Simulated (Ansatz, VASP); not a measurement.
**P: VASP beside Ansatz**

```
CELL_PARAMETERS angstrom
3.28373 0.00000 0.00000
0.00000 34.85703 0.00000
0.00000 0.00000 4.63208
ATOMIC_POSITIONS crystal
P 0.00000 0.97026 0.59215
P 0.00000 0.02974 0.40785
P 0.50000 0.02974 0.09215
P 0.50000 0.97026 0.90785
```

Alike in both runs: task relaxation of cell and atoms; functional PBE; k mesh 8 × 1 × 6; occupations gaussian, width 0.02 eV; no spin polarisation.

|  | VASP | Ansatz |
| --- | --- | --- |
| version | VASP 6.6.1 | Ansatz 0.2.0 |
| potentials or method | VASP PAW PBE potentials, release 64 (P), cutoff 600 eV | scalar-relativistic, plane waves, PAW |
| valence electrons in the cell | 20 | 20 |

VASP gave:

| Property | Result |
| --- | --- |
| gap on the k mesh at the Fermi level, each at its own relaxed structure (eV) | 0.93 |
| relaxed volume (Å³/atom) | 133.85 |
| relaxed cell length with the largest relative difference (Å) | 35.096 |

Task: Which values does Ansatz return?

Result: gap on the k mesh at the Fermi level, each at its own relaxed structure (eV): 0.91; relaxed volume (Å³/atom): 133.44; relaxed cell length with the largest relative difference (Å): 34.863.
